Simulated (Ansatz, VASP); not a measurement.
Two plane-wave programs on C

File INCAR:

```
SYSTEM = C
  PREC = Accurate
  ENCUT = 520
  EDIFF = 1E-6
  ISMEAR = 0
  SIGMA = 0.15
  LREAL = .FALSE.
  LASPH = .TRUE.
  NELM = 60
  ALGO = Normal
  ISIF = 2
  LWAVE = .FALSE.
  LCHARG = .TRUE.
  GGA = PS
  LELF = .TRUE.
  LVHAR = .TRUE.
  NBANDS = 16
```

The input KPOINTS:

```
regular mesh
0
G
  21 21 6
  0 0 0
```

POSCAR

```
C
1.0
    1.1655226067     -2.1867162057      0.0000000000
    1.1655226067      2.1867162057      0.0000000000
    0.0000000000      0.0000000000      7.5775251697
C
4
Direct
    0.0833216498      0.9166783502      0.7498439858
    0.5833216498      0.4166783502      0.2501560142
    0.9166783502      0.0833216498      0.2501560142
    0.4166783502      0.5833216498      0.7498439858
```

Input for Ansatz:

```yaml
crystal:
  lattice:
    - [1.1655226067, -2.1867162057, 0.0]
    - [1.1655226067, 2.1867162057, 0.0]
    - [0.0, 0.0, 7.5775251697]
  atoms:
    - { symbol: C, position: [0.0833216498, 0.9166783502, 0.7498439858] }
    - { symbol: C, position: [0.5833216498, 0.4166783502, 0.2501560142] }
    - { symbol: C, position: [0.9166783502, 0.0833216498, 0.2501560142] }
    - { symbol: C, position: [0.4166783502, 0.5833216498, 0.7498439858] }
basis:
  ecutwfc: 520.0
kpoints:
  mp_grid: { grid: [21, 21, 6] }
hamiltonian:
  xc: pbesol
  pseudopotentials: { kind: paw, azcp: { folder: soft_1 } }
scf:
  occupations: { method: gaussian, width: 0.15 }
output:
  forces: true
  stress: true
  eigenvalues: true
```

Change from the starting cell: volume 9.656 Å^3 an atom, stretch along a over the lengths across it, relative to the relaxed cell 0.9230.

Alike in both runs: task single point; functional PBEsol; k mesh 21 × 21 × 6; occupations gaussian, width 0.15 eV; no spin polarisation.

```csv
,VASP,Ansatz
version,VASP 6.6.1,Ansatz 0.2.0
potentials or method,"VASP PAW PBE potentials, release 64 (C), cutoff 520 eV","scalar-relativistic, plane waves, PAW"
valence electrons in the cell,16,16
```

Ansatz gave:

- gap on the k mesh at the Fermi level (eV): 0.52
- least direct gap on the mesh (eV): 0.66
- pressure (GPa): 11.9
- traceless stress, the component that is largest in VASP (GPa): 40.44
- rms of the force components (eV/Å): 0.625

Q: What did VASP give for the same quantities?

A: gap on the k mesh at the Fermi level (eV): 0.52; least direct gap on the mesh (eV): 0.67; pressure (GPa): 12.6; traceless stress, the component that is largest in VASP (GPa): 40.93; rms of the force components (eV/Å): 0.637.

VASP's potentials were made for PBE, not for PBEsol, and Ansatz warns of the same on its side. Atom by atom the forces differ by 0.012 eV/Å (rms over components).
